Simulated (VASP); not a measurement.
A run of VASP 6.6.1 is set up as follows.

Contents of INCAR:

```
  PREC = Accurate
  ENCUT = 600
  EDIFF = 1E-7
  ISMEAR = -1
  SIGMA = 0.02
  LREAL = F
  LASPH = T
  NELM = 100
  ALGO = Normal
  ISIF = 3
  LWAVE = F
  LCHARG = F
  IBRION = 2
  NSW = 80
  EDIFFG = -0.01
```

File KPOINTS:

```
Automatic mesh
0
Gamma
  8 8 8
```

The input POSCAR:

```
ZnS
1.0
    0.0000000000      2.7020000000      2.7020000000
    2.7020000000      0.0000000000      2.7020000000
    2.7020000000      2.7020000000      0.0000000000
Zn S
1 1
Direct
    0.2500000000      0.2500000000      0.2500000000
    0.0000000000      0.0000000000      0.0000000000
```

Potentials or basis: VASP PAW LDA potentials, release 64 (Zn, S).

Launch:

```bash
$ cat potpaw_LDA.64/Zn/POTCAR potpaw_LDA.64/S/POTCAR > POTCAR
$ mpirun -np 1 vasp_std > vasp.out
```

Task: Predict the space group after relaxing (to 0.1 Å).

Result: F-43m (No. 216).

Task: What does it give for the relaxed cell?

Result: a = 3.749 Å, b = 3.749 Å, c = 3.749 Å, α = 60.00°, β = 60.00°, γ = 60.00°.

Step by step:
```
step  energy change (eV)  largest force (eV/Å)  pressure (GPa)  volume (Å³)
   1              0.0000                0.0000           -4.36        39.45
   2             -0.0268                0.0000            1.92        36.47
   3             -0.0314                0.0000           -0.01        37.26
```

LDA usually gives volumes a few per cent too small. Zero-point motion and thermal expansion aren't in these numbers.
